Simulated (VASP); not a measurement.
# Ba8H (F-43m) in VASP: further runs, part 2 of 2

VASP 6.6.1. The steps go on from the part before.

### Step 3. Relaxation of cell and atoms, PBE

This run uses another cell than the first one, of 57.33 Å³/atom, 0.993 times its volume.

INCAR reads:

```
PREC = Accurate
ENCUT = 600
EDIFF = 1E-6
ISMEAR = 0
SIGMA = 0.1
LREAL = F
LASPH = T
NELM = 100
ALGO = Normal
ISIF = 3
LWAVE = F
LCHARG = F
GGA = PE
IBRION = 2
NSW = 90
EDIFFG = -0.025
```

KPOINTS reads:

```
Automatic mesh
0
Gamma
  4 4 4
```

POSCAR reads:

```
Ba8H
1.0
    0.0000000000      6.3660371704      6.3660371704
    6.3660371704      0.0000000000      6.3660371704
    6.3660371704      6.3660371704      0.0000000000
Ba H
8 1
Direct
    0.0000000000      0.0000000000      0.0000000000
    0.0000000000      0.0000000000      0.5000000000
    0.0000000000      0.5000000000      0.0000000000
    0.0000000000      0.5000000000      0.5000000000
    0.5000000000      0.0000000000      0.0000000000
    0.5000000000      0.0000000000      0.5000000000
    0.5000000000      0.5000000000      0.0000000000
    0.5000000000      0.5000000000      0.5000000000
    0.1250000000      0.1250000000      0.1250000000
```

Potentials or basis: VASP PAW PBE potentials, release 64 (Ba_sv, H).

Run with:

```console
$ cat potpaw_PBE.64/Ba_sv/POTCAR potpaw_PBE.64/H/POTCAR > POTCAR
$ mpirun -np 1 vasp_std > vasp.out
```

OUTCAR:

```text
PREC = Accurate
   ENCUT = 600
   EDIFF = 1E-6
   ISMEAR = 0
   LREAL = F
   LASPH = T
   NELM = 100
   ISIF = 3
   GGA = PE
   IBRION = 2
   NSW = 90
   EDIFFG = -0.025

 ion  position               nearest neighbor table
   1  0.000  0.000  0.000-   9 2.76   3 4.50   5 4.50   2 4.50   2 4.50   4 4.50   6 4.50   3 4.50
                             4 4.50   7 4.50   5 4.50   6 4.50   7 4.50
   2  0.000  0.000  0.500-   9 2.76   4 4.50   6 4.50   1 4.50   1 4.50   3 4.50   5 4.50   3 4.50
                             4 4.50   8 4.50   5 4.50   6 4.50   8 4.50
   3  0.000  0.500  0.000-   9 2.76   4 4.50   7 4.50   1 4.50   2 4.50   4 4.50   8 4.50   1 4.50
                             2 4.50   5 4.50   5 4.50   7 4.50   8 4.50
   4  0.000  0.500  0.500-   2 4.50   3 4.50   8 4.50   1 4.50   3 4.50   7 4.50   1 4.50   2 4.50
                             6 4.50   6 4.50   7 4.50   8 4.50
   5  0.500  0.000  0.000-   9 2.76   6 4.50   7 4.50   1 4.50   2 4.50   6 4.50   8 4.50   3 4.50
                             7 4.50   8 4.50   1 4.50   2 4.50   3 4.50
   6  0.500  0.000  0.500-   2 4.50   5 4.50   8 4.50   1 4.50   5 4.50   7 4.50   4 4.50   7 4.50
                             8 4.50   1 4.50   2 4.50   4 4.50
   7  0.500  0.500  0.000-   3 4.50   5 4.50   8 4.50   4 4.50   6 4.50   8 4.50   1 4.50   5 4.50
                             6 4.50   1 4.50   3 4.50   4 4.50
   8  0.500  0.500  0.500-   4 4.50   6 4.50   7 4.50   3 4.50   5 4.50   7 4.50   2 4.50   5 4.50
                             6 4.50   2 4.50   3 4.50   4 4.50
   9  0.125  0.125  0.125-   1 2.76   2 2.76   3 2.76   5 2.76

[... 178 lines left out ...]
  ---------------------------------------------------
  ext. energy  EPLUGINS =         0.00000000
  ---------------------------------------------------
  free energy    TOTEN  =       -19.09025449 eV

  energy without entropy =      -19.01659458  energy(sigma->0) =      -19.05342453

------------------------ aborting loop because EDIFF is reached ----------------------------------------

  FORCE on cell =-STRESS in cart. coord.  units (eV):
  Direction    XX          YY          ZZ          XY          YZ          ZX
  --------------------------------------------------------------------------------------
  -------------------------------------------------------------------------------------
  Total       -0.4606049     -0.4606049     -0.4606049      0.0000000      0.0000000      0.0000000
  in kB       -1.4302158     -1.4302158     -1.4302158      0.0000000      0.0000000      0.0000000
  external PRESSURE =      -1.4302158 kB  Pullay stress =       0.0000000 kB
[... 288 lines left out ...]
--------------------------------------- Ionic step        8  -------------------------------------------

 number of electron      81.0000005 magnetization

 Free energy of the ion-electron system (eV)
  ---------------------------------------------------
  ext. energy  EPLUGINS =         0.00000000
  ---------------------------------------------------
  free energy    TOTEN  =       -19.25403735 eV

  energy without entropy =      -19.18432619  energy(sigma->0) =      -19.21918177

 E-fermi :   1.5837     XC(G=0):  -7.3469

 val. band max:        1.5679979063   @ k =   0.5000   0.2500   0.0000
 cond. band min:       1.6270051838   @ k =   0.2500   0.0000   0.0000
 fundamental gap:      0.0590072775
 Fermi energy:         1.5837393256

 k-point     1 :       0.0000    0.0000    0.0000
  band No.  band energies     occupation
      1     -27.3154      2.00000
      2     -27.2876      2.00000
      3     -27.2876      2.00000
      4     -27.2876      2.00000
      5     -27.2380      2.00000
      6     -27.2108      2.00000
[... 433 lines left out ...]
  FREE ENERGIE OF THE ION-ELECTRON SYSTEM (eV)
  ---------------------------------------------------
  free  energy   TOTEN  =       -19.2540373531 eV

  energy  without entropy=      -19.1843261856  energy(sigma->0) =      -19.21918177

 reached required accuracy - stopping structural energy minimisation
```

OSZICAR:

```text
N       E                     dE             d eps       ncg     rms          rms(c)
DAV:   1     0.737081898823E+03    0.73708E+03   -0.34685E+04   768   0.154E+03
DAV:   2     0.427275332247E+02   -0.69435E+03   -0.68498E+03  1120   0.284E+02
DAV:   3    -0.175158517757E+02   -0.60243E+02   -0.58536E+02  1008   0.889E+01
[... 79 lines left out ...]
       N       E                     dE             d eps       ncg     rms          rms(c)
DAV:   1    -0.192539447994E+02   -0.27622E-03   -0.72257E-02   768   0.873E-01    0.451E-02
DAV:   2    -0.192540401019E+02   -0.95303E-04   -0.15882E-03   896   0.148E-01    0.169E-02
DAV:   3    -0.192540381237E+02    0.19782E-05   -0.12895E-04  1136   0.332E-02    0.576E-03
DAV:   4    -0.192540373531E+02    0.77060E-06   -0.57328E-06   704   0.783E-03
   8 F= -.19254037E+02 E0= -.19219182E+02  d E =-.369207E-03
```

It took 34 min on 1 thread of Intel Xeon Platinum 8259CL at 2.50GHz (Skylake/Cascade Lake), shared host; peak memory 0.89 GiB.

Results:

* Free energy: -19.2540 eV
* Relaxed volume: 57.40 Å³/atom
* Relaxed cell: a = 9.006 Å, b = 9.006 Å, c = 9.006 Å, α = 60.00°, β = 60.00°, γ = 60.00°
* Space group after relaxing (to 0.05 Å): F-43m (No. 216)
* Energy gained by relaxing: 18.2 meV/atom
* Ionic steps: 8
* Pressure after relaxing: 0.0 GPa

Step by step:
```
step  energy change (eV)  largest force (eV/Å)  pressure (GPa)  volume (Å³)
   1              0.0000                0.5382           -0.14       515.99
   2             -0.0540                0.4471           -0.07       512.17
   3             -0.1413                0.1335            0.22       500.85
   4             -0.1435                0.0569            0.30       498.45
   5             -0.1606                0.0321            0.11       509.78
   6             -0.1634                0.0336            0.00       516.82
   7             -0.1634                0.0335            0.01       516.45
   8             -0.1638                0.0246            0.01       516.56
```

Final structure:
```cif
data_structure
_symmetry_space_group_name_H-M 'P 1'
_symmetry_Int_Tables_number 1
_cell_length_a 9.0063
_cell_length_b 9.0063
_cell_length_c 9.0063
_cell_angle_alpha 60.000
_cell_angle_beta 60.000
_cell_angle_gamma 60.000
_cell_volume 516.56
loop_
_atom_site_label
_atom_site_type_symbol
_atom_site_fract_x
_atom_site_fract_y
_atom_site_fract_z
_atom_site_occupancy
Ba1 Ba 0.00668 0.00668 0.00668 1
Ba2 Ba 0.00668 0.00668 0.47996 1
Ba3 Ba 0.00668 0.47996 0.00668 1
Ba4 Ba 0.99931 0.50023 0.50023 1
Ba5 Ba 0.47996 0.00668 0.00668 1
Ba6 Ba 0.50023 0.99931 0.50023 1
Ba7 Ba 0.50023 0.50023 0.99931 1
Ba8 Ba 0.50023 0.50023 0.50023 1
H1 H 0.12500 0.12500 0.12500 1
```

Caveat: spin-orbit coupling is left out, which moves the levels of the heavy elements.
